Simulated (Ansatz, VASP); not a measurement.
**Cs2HgPdBr6: VASP beside Ansatz**

Contents of INCAR:

```
PREC = Accurate
ENCUT = 520
EDIFF = 1E-6
ISMEAR = -1
SIGMA = 0.1
LREAL = False
LASPH = True
NELM = 100
ALGO = Normal
ISIF = 2
LWAVE = False
LCHARG = False
GGA = PE
NBANDS = 52
```

KPOINTS

```
Automatic mesh
0
Gamma
  5 5 5
```

The input POSCAR:

```
Cs2HgPdBr6
1.0
    0.0000000000      7.6987900000      0.0000000000
    7.6987900000      0.0000000000      0.0000000000
    3.8493950000      3.8493950000     -5.6321750000
Pd Hg Br Cs
1 1 6 2
Direct
    0.0000000000      0.0000000000      0.0000000000
    0.5000000000      0.5000000000      0.0000000000
    0.2880000000      0.2880000000      0.4240000000
    0.7120000000      0.7120000000      0.5760000000
    0.2180000000      0.2180000000      0.0000000000
    0.2180000000      0.7820000000      0.0000000000
    0.7820000000      0.7820000000      0.0000000000
    0.7820000000      0.2180000000      0.0000000000
    0.7500000000      0.2500000000      0.5000000000
    0.2500000000      0.7500000000      0.5000000000
```

Input for Ansatz:

```yaml
crystal:
  lattice:
    - [0.0, 7.69879, 0.0]
    - [7.69879, 0.0, 0.0]
    - [3.849395, 3.849395, -5.632175]
  atoms:
    - { symbol: Pd, position: [0.0, 0.0, 0.0] }
    - { symbol: Hg, position: [0.5, 0.5, 0.0] }
    - { symbol: Br, position: [0.288, 0.288, 0.424] }
    - { symbol: Br, position: [0.712, 0.712, 0.576] }
    - { symbol: Cs, position: [0.75, 0.25, 0.5] }
    - { symbol: Cs, position: [0.25, 0.75, 0.5] }
    - { symbol: Br, position: [0.218, 0.218, 0.0] }
    - { symbol: Br, position: [0.218, 0.782, 0.0] }
    - { symbol: Br, position: [0.782, 0.782, 0.0] }
    - { symbol: Br, position: [0.782, 0.218, 0.0] }
  symmetry: { tolerance: 0.0003 }
kpoints:
  mp_grid: { grid: [5, 5, 5], shift: [0, 0, 0] }
  band_path:
    path:
      - [0.0, 0.0, 0.0]
      - [0.5, 0.5, 0.5]
      - [0.5, 0.5, 0.25]
      - [0.0, 0.5, 0.0]
      - [0.0, 0.0, 0.0]
      - [0.0, 0.0, -0.5]
      - [0.0, 0.26643773, -0.36678113]
      - [0.0, 0.73356227, 0.36678113]
      - [0.0, 0.0, 0.0]
      - [0.5, 0.5, 0.5]
      - [0.26643773, 0.73356227, 0.5]
    npoints: 7
magnetization:
  spin_polarized: false
scf:
  occupations: { method: fermi_dirac }
  lower_state_search: "off"
  max_iter: 200
hamiltonian:
  pseudopotentials: { kind: paw }
  xc: pbe
basis:
  ecutwfc: 420
  fft_grid_basis: typed
output:
  forces: true
  stress: true
  eigenvalues: true
  bader: true
  populations: true
  elf: true
  write_potential: true
  volumetric_format: npy
  dos:
    e_range: [-12, 8]
    de: 0.05
    projected: { site_lists: { Br: [Br], Cs: [Cs], Hg: [Hg], Pd: [Pd] } }
  write_density: true
checkpoint:
  read: saved_state
```

Alike in both runs: task single point; functional PBE; k mesh 5 × 5 × 5; no spin polarisation.

|  | VASP | Ansatz |
| --- | --- | --- |
| version | VASP 6.6.1 | Ansatz 0.2.0 |
| potentials or method | VASP PAW PBE potentials, release 64 (Pd, Hg, Br, Cs_sv), cutoff 520 eV | PAW plane waves |
| occupations | fermi-dirac, width 0.1 eV | fermi-dirac |
| valence electrons in the cell | 82 | 98 |

|  | VASP | Ansatz | Ansatz less VASP |
| --- | --- | --- | --- |
| pressure (GPa) | 4.0 | 3.9 | -0.12 |
| rms of the force components (eV/Å) | 0.488 | 0.467 | -0.0215 |

VASP's potentials hold 82 valence electrons a cell and Ansatz's 98, so a difference there can come from the potentials and not from the codes.

Neither program's run includes spin-orbit coupling.
